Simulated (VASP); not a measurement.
Here is a VASP 6.6.1 calculation.

INCAR

```
SYSTEM = LiH
  ALGO = Normal
  EDIFF = 1E-6
  ENCUT = 520
  GGA = PE
  ISIF = 2
  ISMEAR = 0
  LASPH = .TRUE.
  LCHARG = .TRUE.
  LELF = .TRUE.
  LREAL = .FALSE.
  LVHAR = .TRUE.
  LWAVE = .FALSE.
  NBANDS = 9
  NELM = 100
  PREC = Accurate
  SIGMA = 0.05
```

Contents of KPOINTS:

```
k-points
0
G
  10 10 10
  0 0 0
```

Contents of POSCAR:

```
LiH
1.0
    0.0000000000      2.1138000000      2.1138000000
    2.1138000000      0.0000000000      2.1138000000
    2.1138000000      2.1138000000      0.0000000000
Li H
1 1
Direct
    0.0000000000      0.0000000000      0.0000000000
    0.5000000000      0.5000000000      0.5000000000
```

Potentials or basis: VASP PAW PBE potentials, release 64 (Li_sv, H).

Run with:

```bash
$ cat potpaw_PBE.64/Li_sv/POTCAR potpaw_PBE.64/H/POTCAR > POTCAR
$ mpirun -np 1 vasp_std > vasp.out
```

**Question.** Estimate the band gap on the k mesh.

**Answer.** 3.07 eV, direct.

Caveat: the cell differs from its parent crystal (strain +0.040 along x and y, +0.040 along z). A k mesh can miss the band edges.
